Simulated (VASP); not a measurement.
Crystal: In4Ga8N11.

```xyz
23
Lattice="0.0000 -5.7804 0.0000 5.0105 -2.8902 5.3981 -5.0105 -2.8902 5.3981" Properties=species:S:1:pos:R:3 pbc="T T T"
In   -0.0023   -7.6824   10.7320
In    0.0170   -7.6714    5.3188
In   -0.0265   -9.6751    7.9971
In   -0.0007   -3.8961    2.6229
Ga    1.6464   -4.8382    5.3829
Ga   -3.3074   -7.7330    5.3592
Ga   -1.7011   -4.8581    5.3368
Ga    3.3025   -7.7540    5.3884
Ga   -1.7327   -6.7275    2.6415
Ga   -1.7234   -6.7425    8.0567
Ga    1.7255   -6.7290    2.6803
Ga    1.7076   -6.7629    8.0688
N     1.7723   -4.8875    1.9449
N     1.8040   -4.8828    7.3488
N     3.1701   -7.8261    7.3421
N    -1.8079   -6.6521    4.6623
N     3.1994   -3.7715    4.6246
N     1.7827   -6.6894    4.6427
N    -3.2112   -3.7879    4.6470
N    -0.0357   -7.5606    7.5393
N     0.0047   -1.7367    2.1336
N    -0.0120   -9.7949   10.2454
N     0.0238   -4.0034    4.7929
```

* Program: VASP 6.6.1
* Task: relaxation of cell and atoms
* Functional: PBE
* Potentials or basis: VASP PAW PBE potentials, release 64 (In_d, Ga_d, N)
* Cutoff: 600 eV
* k mesh: 3 × 2 × 2, shifted
* Occupations: gaussian, width 0.1 eV
* Spin: no spin polarisation

At the start: pressure 0.9 GPa; volume 13.59 Å³/atom.

Where does the relaxation end?

Over 18 steps the energy falls by 12.6 meV/atom and the volume is 13.67 Å³/atom (+0.5 %); space group P1 (No. 1, to 0.05 Å).

The path:
```tsv
step	energy change (eV)	largest force (eV/Å)	pressure (GPa)	volume (Å³)
1	0.0000	1.1268	0.91	312.68
2	-0.1853	0.4657	-0.97	316.18
3	-0.1859	0.5027	-0.87	315.98
4	-0.2173	0.4227	0.40	313.05
5	-0.2185	0.3965	0.65	312.34
6	-0.2419	0.2459	0.20	313.24
7	-0.2475	0.2039	-0.15	313.90
8	-0.2607	0.1254	-0.11	313.74
9	-0.2625	0.1666	0.04	313.66
10	-0.2729	0.1182	-0.07	313.73
11	-0.2760	0.1516	-0.06	313.79
12	-0.2830	0.1031	0.22	313.51
13	-0.2830	0.1005	0.15	313.49
14	-0.2863	0.0725	-0.14	314.30
15	-0.2864	0.0770	-0.18	314.41
16	-0.2880	0.0515	0.14	313.81
17	-0.2880	0.0502	0.13	313.85
18	-0.2887	0.0399	-0.04	314.30
```

Final structure:
```xyz
23
Lattice="0.0343 -5.7840 0.0230 4.9931 -2.9433 5.4216 -5.0089 -2.8838 5.4680" Properties=species:S:1:pos:R:3 pbc="T T T"
In    0.0031   -7.7331   10.8318
In    0.0129   -7.6864    5.4397
In   -0.1932   -9.8918    8.0637
In    0.0203   -3.8817    2.6718
Ga    1.7111   -4.8709    5.4339
Ga   -3.2912   -7.7170    5.4194
Ga   -1.6745   -4.8171    5.3303
Ga    3.3226   -7.7740    5.4301
Ga   -1.7127   -6.7287    2.7084
Ga   -1.6462   -6.7815    8.1965
Ga    1.6994   -6.6865    2.7309
Ga    1.6984   -6.8041    8.1275
N    -3.1695   -7.7524    7.4159
N     1.7534   -4.9637    7.4110
N     3.2084   -7.8406    7.4085
N    -1.7810   -6.6671    4.7142
N     3.2036   -3.8221    4.6895
N     1.8222   -6.7031    4.6951
N    -3.1946   -3.7721    4.7043
N    -0.0015   -7.6782    7.6306
N     0.0011   -1.7644    2.1404
N    -0.0012   -9.8435   10.3055
N     0.0284   -4.0124    4.8608
```

Caveat: the k points lie up to 0.43 Å⁻¹ apart in the final cell.
